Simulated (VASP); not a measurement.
## Ni: single point with PBE

Crystal: Ni.

```
CELL_PARAMETERS angstrom
0.00000 -1.76510 -1.76510
-3.53020 -1.76510 -1.76510
0.00000 1.76510 -1.76510
ATOMIC_POSITIONS crystal
Ni 0.00000 0.00000 0.00000
Ni 0.00000 0.50000 0.50000
```

```
Program             : VASP 6.6.1
Task                : single point
Functional          : PBE
Potentials or basis : VASP PAW PBE potentials, release 64 (Ni)
Cutoff              : 520 eV
k mesh              : 12 × 7 × 10
Occupations         : fermi-dirac, width 0.1 eV
Spin                : collinear spin, ferromagnetic start
Starting moments    : [2.0, 2.0] μB
```

```
Pressure                                              : -1.6 GPa
Net moment                                            : 1.26 μB per cell
Site moments                                          : Ni +0.64 μB
Valence electrons inside the program's atomic spheres : Ni 9.29
```

Stress tensor (GPa, compression positive):
```
-1.60 -0.01 -0.01
-0.01 -1.56  0.05
-0.01  0.05 -1.56
```

Levels at points of the mesh, in eV from the Fermi level:
Spin up:
```csv
k point,band 9,band 10,band 11,band 12,band 13,band 14
"(0.00, 0.00, 0.00)",-0.55,-0.46,-0.46,2.45,9.13,14.73
"(0.50, 0.00, 0.00)",-0.59,-0.59,-0.26,-0.26,5.60,5.60
"(0.00, 0.00, 0.50)",-1.36,-1.36,0.95,0.95,11.44,11.44
"(0.50, 0.00, 0.50)",-0.46,-0.46,7.68,7.68,7.68,7.68
```
Spin down:
| k point | band 7 | band 8 | band 9 | band 10 | band 11 | band 12 | band 13 | band 14 |
| --- | --- | --- | --- | --- | --- | --- | --- | --- |
| (0.00, 0.00, 0.00) | -0.64 | -0.64 | 0.08 | 0.39 | 0.39 | 2.41 | 9.38 | 14.74 |
| (0.50, 0.00, 0.00) | -0.32 | -0.32 | 0.16 | 0.16 | 0.16 | 0.16 | 6.02 | 6.02 |
| (0.00, 0.00, 0.50) | -1.10 | -1.10 | -0.56 | -0.56 | 1.53 | 1.53 | 11.62 | 11.62 |
| (0.50, 0.00, 0.50) | -0.73 | -0.73 | 0.39 | 0.39 | 7.86 | 7.86 | 7.86 | 7.86 |

Wall time 2.6 min on 1 thread of Intel(R) Xeon(R) 6975P-C (Granite Rapids), on a shared host, peak memory 0.36 GiB.
